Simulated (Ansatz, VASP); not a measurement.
# One calculation of Sc2GeSe, two programs

```xyz
4
Lattice="4.9524 0.0000 0.0000 0.0000 4.9524 0.0000 0.0000 0.0000 3.4408" Properties=species:S:1:pos:R:3 pbc="T T T"
Sc    2.4762    0.0000    2.3619
Sc    0.0000    2.4762    2.3619
Ge    2.4762    2.4762    0.9046
Se    0.0000    0.0000    3.3512
```

Alike in both runs: functional PBE; k mesh 4 × 4 × 6; occupations gaussian, width 0.1 eV; no spin polarisation.

Ansatz relaxed the structure, and its values are those at the end. VASP's run is a single point on that final structure, the one shown.

```csv
,VASP,Ansatz
version,VASP 6.6.1,Ansatz 0.2.0
potentials or method,"VASP PAW PBE potentials, release 64 (Sc_sv, Ge_d, Se), cutoff 520 eV","scalar-relativistic, plane waves, PAW"
valence electrons in the cell,42,52
```

|  | VASP | Ansatz | Ansatz less VASP |
| --- | --- | --- | --- |
| gap on the k mesh at the Fermi level (eV) | none | none | - |
| pressure (GPa) | 0.1 | -0.1 | -0.17 |
| rms of the force components (eV/Å) | 0.006 | 0.009 | +0.0033 |

A gap of «none» marks a metal or a gap that the smearing closes. VASP's potentials hold 42 valence electrons a cell and Ansatz's 52, so a difference there can come from the potentials and not from the codes.
